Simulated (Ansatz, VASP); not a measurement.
# Two plane-wave programs on Ge5Sb

File INCAR:

```
SYSTEM = Ge5Sb
  PREC = Accurate
  ENCUT = 600
  EDIFF = 1E-7
  ISMEAR = 0
  SIGMA = 0.1
  LREAL = .FALSE.
  LASPH = .TRUE.
  NELM = 60
  ALGO = Normal
  ISIF = 3
  LWAVE = .FALSE.
  LCHARG = .FALSE.
  GGA = PE
  IBRION = 2
  NSW = 90
  EDIFFG = -0.04
```

File KPOINTS:

```
Automatic mesh
0
G
  4 4 4
  0 0 0
```

POSCAR

```
Ge5Sb
1.0
    5.2572389400      0.0000000000      0.0000000000
    0.0000000000      5.2572389400      0.0000000000
    0.0000000000      0.0000000000      5.2572389400
Ge Sb
5 1
Direct
    0.7778722100      0.7778722100      0.7778722100
    0.2221277900      0.2221277900      0.7778722100
    0.2221277900      0.7778722100      0.2221277900
    0.7778722100      0.2221277900      0.2221277900
    0.5000000000      0.5000000000      0.5000000000
    0.0000000000      0.0000000000      0.0000000000
```

Input for Ansatz:

```yaml
crystal:
  lattice:
    - [5.25723894, 0.0, 0.0]
    - [0.0, 5.25723894, 0.0]
    - [0.0, 0.0, 5.25723894]
  atoms:
    - { symbol: Ge, position: [0.77787221, 0.77787221, 0.77787221] }
    - { symbol: Ge, position: [0.22212779, 0.22212779, 0.77787221] }
    - { symbol: Ge, position: [0.22212779, 0.77787221, 0.22212779] }
    - { symbol: Ge, position: [0.77787221, 0.22212779, 0.22212779] }
    - { symbol: Ge, position: [0.5, 0.5, 0.5] }
    - { symbol: Sb, position: [0.0, 0.0, 0.0] }
basis:
  ecutwfc: 420
kpoints:
  mp_grid: { grid: [4, 4, 4] }
hamiltonian:
  xc: pbe
scf:
  occupations: { method: gaussian, width: 0.1 }
  lower_state_search: "off"
output:
  forces: true
  stress: true
  eigenvalues: true
relax:
  adjacent_minimum: "off"
  f_tol: 0.04
  max_steps: 70
  cell: { stress_tol: 0.4 }
```

Alike in both runs: task relaxation of cell and atoms; functional PBE; k mesh 4 × 4 × 4; occupations gaussian, width 0.1 eV; no spin polarisation.

```csv
,VASP,Ansatz
version,VASP 6.6.1,Ansatz 0.2.0
potentials or method,"VASP PAW PBE potentials, release 64 (Ge_d, Sb), cutoff 600 eV","scalar-relativistic, plane waves, PAW"
valence electrons in the cell,75,85
```

```tsv
	VASP	Ansatz	Ansatz less VASP
gap on the k mesh at the Fermi level, each at its own relaxed structure (eV)	none	none	-
relaxed volume (Å³/atom)	34.87	34.50	-0.366
relaxed cell length with the largest relative difference (Å)	5.936	5.916	-0.0209
```

A gap of «none» marks a metal or a gap that the smearing closes. VASP's potentials hold 75 valence electrons a cell and Ansatz's 85, so a difference there can come from the potentials and not from the codes.

Spin-orbit coupling is off throughout. Noted on VASP's run: the volume moved by over 15 % at a fixed basis, so the end points are rough.
